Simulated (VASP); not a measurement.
# Cr (Im-3m) in VASP: notebook

Cr is run at these levels: PBE; tasks: single point.

Everything below comes from runs of VASP 6.6.1. Logs are shortened: lines on timing, memory, paths and dates and some standing lists are left out, and cuts for length are marked.

### 1 The cell of the first run

The structure is cubic, space group Im-3m (No. 229). The conventional cell has a = 2.867 Å, b = 2.867 Å, c = 2.867 Å, α = 90.00°, β = 90.00°, γ = 90.00°. Cr (site symmetry m-3m) has 14 Cr at 2.48 to 2.87 Å within 3.3 Å.

### 2 Single point, PBE, collinear spin, antiferromagnetic start

Input file INCAR:

```
SYSTEM = Cr
  PREC = Accurate
  ENCUT = 520
  EDIFF = 1E-7
  ISMEAR = 0
  SIGMA = 0.05
  LREAL = .FALSE.
  LASPH = .TRUE.
  NELM = 150
  ALGO = Normal
  ISIF = 2
  LWAVE = .FALSE.
  LCHARG = .FALSE.
  ISPIN = 2
  MAGMOM = 1.13 -1.13
  LORBIT = 11
  LMAXMIX = 4
  GGA = PE
  NBANDS = 23
```

Input file KPOINTS:

```
regular mesh
0
G
  20 20 10
  0 0 0
```

Input file POSCAR:

```
Cr
1.0
    0.0000000000      2.8667078999      0.0000000000
    2.8667078999      0.0000000000      0.0000000000
    2.8667078999      2.8667078999     -2.8667078999
Cr
2
Direct
    0.0000000000      0.0000000000      0.0000000000
    0.0000000000      0.0000000000      0.5000000000
```

Potentials or basis: VASP PAW PBE potentials, release 64 (Cr_pv).

Launch:

```console
$ cat potpaw_PBE.64/Cr_pv/POTCAR > POTCAR
$ mpirun -np 1 vasp_std > vasp.out
```

OUTCAR:

```text
SYSTEM = Cr
   PREC = Accurate
   ENCUT = 520
   EDIFF = 1E-7
   ISMEAR = 0
   LREAL = .FALSE.
   LASPH = .TRUE.
   NELM = 150
   ISIF = 2
   ISPIN = 2
   LORBIT = 11
   GGA = PE

 ion  position               nearest neighbor table
   1  0.000  0.000  0.000-   2 2.48   2 2.48   2 2.48   2 2.48   2 2.48   2 2.48   2 2.48   2 2.48

   2  0.000  0.000  0.500-   1 2.48   1 2.48   1 2.48   1 2.48   1 2.48   1 2.48   1 2.48   1 2.48

  LATTYP: Found a simple cubic cell.
 ALAT       =     2.8667078999

  Lattice vectors:

 A1 = (   0.0000000000,   2.8667078999,   0.0000000000)
 A2 = (   2.8667078999,   0.0000000000,   0.0000000000)
 A3 = (   0.0000000000,   0.0000000000,  -2.8667078999)

Analysis of symmetry for initial positions (statically):
=====================================================================
 Subroutine PRICEL returns following result:

  LATTYP: Found a body centered cubic cell.
 ALAT       =     2.8667078999

  Lattice vectors:

 A1 = (  -1.4333539499,  -1.4333539500,  -1.4333539500)
 A2 = (  -1.4333539500,   1.4333539500,   1.4333539500)
 A3 = (   1.4333539500,   1.4333539500,  -1.4333539500)

   2 primitive cells build up your supercell.

 Routine SETGRP: Setting up the symmetry group for a
 simple cubic supercell.

 Subroutine GETGRP returns: Found 48 space group operations
 (whereof 48 operations were pure point group operations)
 out of a pool of 48 trial point group operations.

The static configuration has the point symmetry O_h .

Analysis of symmetry for dynamics (positions and initial velocities):
=====================================================================
 Subroutine PRICEL returns following result:

  LATTYP: Found a body centered cubic cell.
 ALAT       =     2.8667078999

  Lattice vectors:

 A1 = (  -1.4333539499,  -1.4333539500,  -1.4333539500)
 A2 = (  -1.4333539500,   1.4333539500,   1.4333539500)
 A3 = (   1.4333539500,   1.4333539500,  -1.4333539500)

   2 primitive cells build up your supercell.

 Routine SETGRP: Setting up the symmetry group for a
 simple cubic supercell.

 Subroutine GETGRP returns: Found 48 space group operations
 (whereof 48 operations were pure point group operations)
 out of a pool of 48 trial point group operations.

The dynamic configuration has the point symmetry O_h .

Analysis of structural, dynamic, and magnetic symmetry:
=====================================================================
 Subroutine PRICEL returns following result:

  LATTYP: Found a body centered cubic cell.
 ALAT       =     2.8667078999

  Lattice vectors:

 A1 = (  -1.4333539499,  -1.4333539500,  -1.4333539500)
 A2 = (  -1.4333539500,   1.4333539500,   1.4333539500)
 A3 = (   1.4333539500,   1.4333539500,  -1.4333539500)

   2 primitive cells build up your supercell.

 Routine SETGRP: Setting up the symmetry group for a
 simple cubic supercell.

 Subroutine GETGRP returns: Found 48 space group operations
 (whereof 48 operations were pure point group operations)
 out of a pool of 48 trial point group operations.

The overall configuration has the point symmetry O_h .

 Subroutine INISYM returns: Found 48 space group operations
 (whereof 48 operations are pure point group operations),
 and found     2 'primitive' translations

----------------------------------------------------------------------------------------

                                     Primitive cell

  volume of cell :      11.7793

  direct lattice vectors                    reciprocal lattice vectors
    -1.433353950 -1.433353950 -1.433353950    -0.348832192  0.000000000 -0.348832192
    -1.433353950  1.433353950  1.433353950    -0.348832192  0.348832192 -0.000000000
     1.433353950  1.433353950 -1.433353950     0.000000000  0.348832192 -0.348832192

  length of vectors
     2.482641867  2.482641867  2.482641867     0.493323217  0.493323217  0.493323217

  position of ions in fractional coordinates (direct lattice)
     0.000000000  0.000000000  0.000000000

  ion indices of the primitive-cell ions
   primitive index   ion index
                 1           1

----------------------------------------------------------------------------------------

 KPOINTS: regular mesh

Automatic generation of k-mesh.
 Grid dimensions read from file:
 generate k-points for:   20   20   10

 Generating k-lattice:

  Cartesian coordinates                     Fractional coordinates (reciprocal lattice)
     0.000000000  0.017441610  0.017441610     0.050000000  0.000000000  0.000000000
     0.017441610  0.000000000  0.017441610     0.000000000  0.050000000  0.000000000
     0.000000000  0.000000000 -0.034883219     0.000000000  0.000000000  0.100000000

  Length of vectors
     0.024666161  0.024666161  0.034883219

  Shift w.r.t. Gamma in fractional coordinates (k-lattice)
     0.000000000  0.000000000  0.000000000

 Subroutine IBZKPT returns following result:
 ===========================================

 Found    146 irreducible k-points:

 Following reciprocal coordinates:
            Coordinates               Weight
  0.000000  0.000000  0.000000      1.000000
  0.050000  0.000000  0.000000     12.000000
  0.100000  0.000000  0.000000     12.000000
  0.150000  0.000000  0.000000     12.000000
  0.200000  0.000000  0.000000     12.000000
  0.250000  0.000000  0.000000     12.000000
[... 16 lines left out ...]
  0.200000  0.100000  0.000000     48.000000
  0.250000  0.100000 -0.000000     48.000000
 [... further k-points ...]
   k-points           NKPTS =    146   k-points in BZ     NKDIM =    146   number of bands    NBANDS=     23
   number of dos      NEDOS =    301   number of ions     NIONS =      2
   total plane-waves  NPLWV =  23040
   dimension x,y,z NGX =    24 NGY =   24 NGZ =   40
   dimension x,y,z NGXF=    48 NGYF=   48 NGZF=   80
   ions per type =               2
   NGX,Y,Z   is equivalent  to a cutoff of  13.92, 13.92, 13.39 a.u.
   NGXF,Y,Z  is equivalent  to a cutoff of  27.84, 27.84, 26.79 a.u.
 SYSTEM =  Cr
   PREC   = accura    normal or accurate (medium, high low for compatibility)
   ISTART =      0    job   : 0-new  1-cont  2-samecut
   ICHARG =      2    charge: 1-file 2-atom 10-const
   ISPIN  =      2    spin polarized calculation?
   LNONCOLLINEAR =      F non collinear calculations
   LSORBIT =      F    spin-orbit coupling
   LASPH  =      T    aspherical Exc in radial PAW
   ENCUT  =  520.0 eV  38.22 Ry    6.18 a.u.   5.33  5.33  9.23*2*pi/ulx,y,z
   NELM   =    150;   NELMIN=  2; NELMDL= -5     # of ELM steps
   EDIFF  = 0.1E-06   stopping-criterion for ELM
   LREAL  =      F    real-space projection
   EDIFFG = 0.1E-05   stopping-criterion for IOM
   NSW    =      0    number of steps for IOM
   IBRION =     -1    ionic relax: 0-MD 1-quasi-New 2-CG
   NFREE  =      0    steps in history (QN), initial steepest desc. (CG)
   ISIF   =      2    stress and relaxation
   ISYM   =      2    0-nonsym 1-usesym 2-fastsym
   POTIM  = 0.5000    time-step for ionic-motion
   TEBEG  =    0.0;   TEEND  =   0.0 temperature during run
   PSTRESS=    0.0 pullay stress
   NELECT =      24.0000    total number of electrons
   NUPDOWN=      -1.0000    fix difference up-down
   EMIN   =  10.00;   EMAX   =-10.00  energy-range for DOS
   EFERMI =   0.00;   METHOD = LEGACY
   ISMEAR =     0;   SIGMA  =   0.05  broadening in eV -4-tet -1-fermi 0-gaus
   EFERMI_NEDOS =   21; number of points for ismear=-14 and -15
   IALGO  =     38    algorithm
   IMIX   =      4    mixing-type and parameters
     AMIX     =   0.40;   BMIX     =  1.00
     AMIX_MAG =   1.60;   BMIX_MAG =  1.00
  volume/ion in A,a.u.               =      11.78        79.49
  Fermi-wavevector in a.u.,A,eV,Ry     =   1.647259  3.112868 36.918880  2.713461
  Thomas-Fermi vector in A             =   2.736748
   LORBIT       =     11    0 simple, 1 ext, 2 COOP (PROOUT), +10 PAW based schemes
   GGA     = PE    functional components
   LHFCALC =     F    Hartree Fock is set to
   AEXX    =    0.0000 exact exchange contribution
   IVDW    =     0    specifies the selected vdW correction
   LEPSILON=     F    determine dielectric tensor
   LRPA    =     F    only Hartree local field effects (RPA)
 spin polarized calculation
 Gauss-broadening in eV      SIGMA  =   0.05
  energy-cutoff  :      520.00
  volume of cell :       23.56
 maximum number of plane-waves:       655
 NGX is ok and might be reduce to    24
   NGX = 11   NGY = 11   NGZ = 19

 number of electron      24.0000002 magnetization      -0.0000000

 number of electron      24.0000002 magnetization       0.0000000

 Free energy of the ion-electron system (eV)
  ---------------------------------------------------
  ext. energy  EPLUGINS =         0.00000000
  ---------------------------------------------------
  free energy    TOTEN  =       -19.06195970 eV

  energy without entropy =      -19.06084579  energy(sigma->0) =      -19.06140274

 E-fermi :  10.6904     XC(G=0): -13.5413

 val. band max:       10.6884652827   @ k =   0.4000   0.1000   0.0000
 cond. band min:      10.6920569319   @ k =   0.0000   0.0000   0.4000
 fundamental gap:      0.0035916492
 Fermi energy:        10.6903964098

 spin component 1

 k-point     1 :       0.0000    0.0000    0.0000
  band No.  band energies     occupation
      1     -32.8734      1.00000
      2     -32.8734      1.00000
      3     -32.8734      1.00000
      4     -31.5970      1.00000
      5     -31.5970      1.00000
      6     -31.5970      1.00000
[... 613 lines left out ...]
     22      24.9989      0.00000
     23      25.5822      0.00000

 [... further k-points ...]

 spin component 2

 k-point     1 :       0.0000    0.0000    0.0000
  band No.  band energies     occupation
      1     -32.8734      1.00000
      2     -32.8734      1.00000
      3     -32.8734      1.00000
      4     -31.5970      1.00000
      5     -31.5970      1.00000
      6     -31.5970      1.00000
[... 613 lines left out ...]
     22      24.9989      0.00000
     23      25.5822      0.00000

 [... further k-points ...]
[... 5 lines left out ...]
  --------------------------------------------------------------------------------------
  -------------------------------------------------------------------------------------
  Total       -0.0151102     -0.0151102     -0.0151102     -0.0000000      0.0000000     -0.0000000
  in kB       -1.0276159     -1.0276159     -1.0276159     -0.0000000      0.0000000     -0.0000000
  external PRESSURE =      -1.0276159 kB  Pullay stress =       0.0000000 kB

 VOLUME and BASIS-vectors are now :
 -----------------------------------------------------------------------------
  energy-cutoff  :      520.00
  volume of cell :       23.56
      direct lattice vectors                 reciprocal lattice vectors
     0.000000000  2.866707900  0.000000000     0.000000000  0.348832192  0.348832192
     2.866707900  0.000000000  0.000000000     0.348832192  0.000000000  0.348832192
     2.866707900  2.866707900 -2.866707900     0.000000000  0.000000000 -0.348832192

 POSITION                                       TOTAL-FORCE (eV/Angst)
 -----------------------------------------------------------------------------------
      0.00000      0.00000      0.00000         0.000000     -0.000000      0.000000
      1.43335      1.43335     -1.43335        -0.000000      0.000000      0.000000
 -----------------------------------------------------------------------------------
    total drift:                               -0.000000     -0.000000      0.000000

  FREE ENERGIE OF THE ION-ELECTRON SYSTEM (eV)
  ---------------------------------------------------
  free  energy   TOTEN  =       -19.0619597005 eV

  energy  without entropy=      -19.0608457880  energy(sigma->0) =      -19.06140274

 total charge

# of ion       s       p       d       tot
------------------------------------------
    1        0.433   6.392   4.194  11.019
    2        0.433   6.392   4.194  11.019
--------------------------------------------------
tot          0.866  12.784   8.388  22.038

 magnetization (x)

# of ion       s       p       d       tot
------------------------------------------
    1        0.014   0.009   1.106   1.129
    2       -0.014  -0.009  -1.106  -1.129
--------------------------------------------------
tot          0.000   0.000   0.000   0.000
```

Run time: 82 s. Hardware: 1 thread of Intel Xeon 6975P-C (Granite Rapids), shared host; peak memory 0.25 GiB.

Results:

```
Free energy                                           : -19.0620 eV
Pressure                                              : -0.1 GPa
Band gap on the k mesh                                : zero (filled and empty bands overlap)
Net moment                                            : 0.00 μB per cell
Site moments                                          : Cr +1.13, -1.13 μB
Valence electrons inside the program's atomic spheres : Cr 11.02
```

### 3 Single point, PBE, collinear spin, antiferromagnetic start

This run uses another cell than the first one, of 11.84 Å³/atom, 1.006 times its volume.

Input file INCAR:

```
SYSTEM = Cr
  ALGO = Normal
  EDIFF = 1E-6
  ENCUT = 520
  GGA = PE
  ISIF = 2
  ISMEAR = 0
  ISPIN = 2
  LASPH = .True.
  LCHARG = .True.
  LELF = .True.
  LMAXMIX = 4
  LORBIT = 11
  LREAL = .False.
  LVHAR = .True.
  LWAVE = .False.
  MAGMOM = 0.98 -0.98
  NBANDS = 23
  NELM = 150
  PREC = Accurate
  SIGMA = 0.05
```

Input file KPOINTS:

```
k-points
0
Gamma
  20 20 10
  0 0 0
```

Input file POSCAR:

```
Cr
1.0
    0.0000000000      2.8719732653      0.0000000000
    2.8719732653      0.0000000000      0.0000000000
    2.8719732653      2.8719732653     -2.8719732653
Cr
2
Direct
    0.0000000000      0.0000000000      0.0000000000
    0.0000000000      0.0000000000      0.5000000000
```

Potentials or basis: VASP PAW PBE potentials, release 64 (Cr_pv).

Launch:

```console
$ cat potpaw_PBE.64/Cr_pv/POTCAR > POTCAR
$ mpirun -np 1 vasp_std > vasp.out
```

Wall time 77 s (1 thread of Intel Xeon 6975P-C (Granite Rapids), shared host); peak memory 0.25 GiB.

The run converged. Its results:

```yaml
Free_energy: -19.0616 eV
Pressure: -1.1 GPa
Band_gap_on_the_k_mesh: zero (filled and empty bands overlap)
Net_moment: 0.00 μB per cell
Site_moments: Cr +1.17, -1.17 μB
Valence_electrons_inside_the_program's_atomic_spheres: Cr 11.01
```

Levels at points of the mesh, in eV from the Fermi level:
Spin up:
| k point | band 9 | band 10 | band 11 | band 12 | band 13 | band 14 | band 15 | band 16 |
| --- | --- | --- | --- | --- | --- | --- | --- | --- |
| (0.00, 0.00, 0.00) | -4.13 | -0.89 | -0.89 | -0.89 | 1.24 | 1.24 | 2.59 | 2.59 |
| (0.50, 0.00, 0.00) | -2.35 | -2.35 | 1.06 | 1.07 | 1.07 | 1.09 | 1.35 | 2.02 |
| (0.00, 0.00, 0.50) | -2.05 | -1.25 | -0.83 | -0.83 | 0.16 | 0.23 | 0.23 | 1.37 |
| (0.50, 0.50, 0.50) | -2.57 | -1.84 | -1.84 | -1.84 | 1.12 | 1.12 | 2.08 | 2.08 |
Spin down:
| k point | band 9 | band 10 | band 11 | band 12 | band 13 | band 14 | band 15 | band 16 |
| --- | --- | --- | --- | --- | --- | --- | --- | --- |
| (0.00, 0.00, 0.00) | -4.13 | -0.89 | -0.89 | -0.89 | 1.24 | 1.24 | 2.59 | 2.59 |
| (0.50, 0.00, 0.00) | -2.35 | -2.35 | 1.06 | 1.07 | 1.07 | 1.09 | 1.35 | 2.02 |
| (0.00, 0.00, 0.50) | -2.05 | -1.25 | -0.83 | -0.83 | 0.16 | 0.23 | 0.23 | 1.37 |
| (0.50, 0.50, 0.50) | -2.57 | -1.84 | -1.84 | -1.84 | 1.12 | 1.12 | 2.08 | 2.08 |
